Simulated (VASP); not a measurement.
Runs of VASP 6.6.1 on GaSb. Symmetry: I-4m2, No. 119, tetragonal system. The conventional cell has a = 5.507 Å, b = 5.507 Å, c = 3.181 Å, α = 90.00°, β = 90.00°, γ = 90.00°. Ga (site symmetry -4m2) has 8 Sb at 2.87 to 3.64 Å and 2 Ga at 3.18 Å within 3.8 Å. Sb (site symmetry -4m2) has 8 Ga at 2.87 to 3.64 Å and 2 Sb at 3.18 Å within 3.8 Å. 

```csv
k mesh,gap on the mesh (eV),pressure (GPa)
4 × 4 × 4,none,-3.8
10 × 10 × 10,none,-2.9
5 × 5 × 5,none,(a)
8 × 8 × 8,none,-2.9
7 × 7 × 7,none,-2.9
3 × 3 × 3,none,-3.2
```

Alike in all rows: task single point; level PBEsol; potentials or basis VASP PAW PBE potentials, release 64 (Ga_d, Sb); no spin polarisation; cell as given; cutoff (eV) 500; smearing fermi-dirac 0.1 eV.

Fill in the values left out.

(a) -2.7.

Caveats: some runs use coarse meshes; the PAW data sets were made with another functional, which shifts forces and pressure a little; spin-orbit coupling is left out, which moves the levels of the heavy elements.

A k mesh can miss the band edges, and the runs leave out spin-orbit coupling on Ga, Sb.

A gap of «none» marks levels without a gap at the run's occupations.
